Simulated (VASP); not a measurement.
Set up this calculation in VASP 6.6.1, as the native input.

| Quantity | Value |
| --- | --- |
| Task | relaxation of cell and atoms |
| Functional | LDA |
| Potentials or basis | VASP PAW LDA potentials, release 64 (Pb_d, Se) |
| Cutoff | 600 eV |
| k mesh | 14 × 14 × 14 |
| Occupations | fermi-dirac, width 0.05 eV |
| Spin | no spin polarisation |
| Target pressure | 1 GPa |
| Dipole correction | no |
| Further INCAR settings | ALGO = Normal; EDIFF = 1e-07; IBRION = 2; EDIFFG = -0.002; NSW = 100; ISIF = 3 |

The structure of PbSe lies in POSCAR:

```
PbSe
1.0
    0.0000000000      3.0209121864      3.0209121864
    3.0209121864      0.0000000000      3.0209121864
    3.0209121864      3.0209121864      0.0000000000
Pb Se
1 1
Direct
    0.0000000000      0.0000000000      0.0000000000
    0.5000000000      0.5000000000      0.5000000000
```

The input as run:

INCAR

```
  PREC = Accurate
  ENCUT = 600
  EDIFF = 1E-7
  ISMEAR = -1
  SIGMA = 0.05
  LREAL = F
  LASPH = T
  NELM = 100
  ALGO = Normal
  ISIF = 3
  LWAVE = F
  LCHARG = F
  IBRION = 2
  NSW = 100
  EDIFFG = -0.002
  PSTRESS = 10.0
```

KPOINTS

```
regular mesh
0
Gamma
  14 14 14
```

Potentials or basis: VASP PAW LDA potentials, release 64 (Pb_d, Se).

Command:

```bash
$ cat potpaw_LDA.64/Pb_d/POTCAR potpaw_LDA.64/Se/POTCAR > POTCAR
$ mpirun -np 1 vasp_std > vasp.out
```

It gave:

```json
{
  "Relaxed volume": "27.19 Å³/atom",
  "Relaxed cell": "a = 4.252 Å, b = 4.252 Å, c = 4.252 Å, α = 60.00°, β = 60.00°, γ = 60.00°",
  "Space group after relaxing (to 0.05 Å)": "Fm-3m (No. 225)",
  "Energy change on relaxing (the enthalpy is what falls)": "+1.4 meV/atom",
  "Ionic steps": "3",
  "Pressure after relaxing": "1.0 GPa",
  "Band gap on the k mesh": "0.03 eV, direct"
}
```

Caveat: the cell is relaxed towards a set pressure, so the enthalpy falls and the energy may rise; spin-orbit coupling is left out, which moves the levels of the heavy elements.

It took 70 s on 1 thread of Intel(R) Xeon(R) 6975P-C (Granite Rapids), with other jobs on the host, peak memory 0.25 GiB.
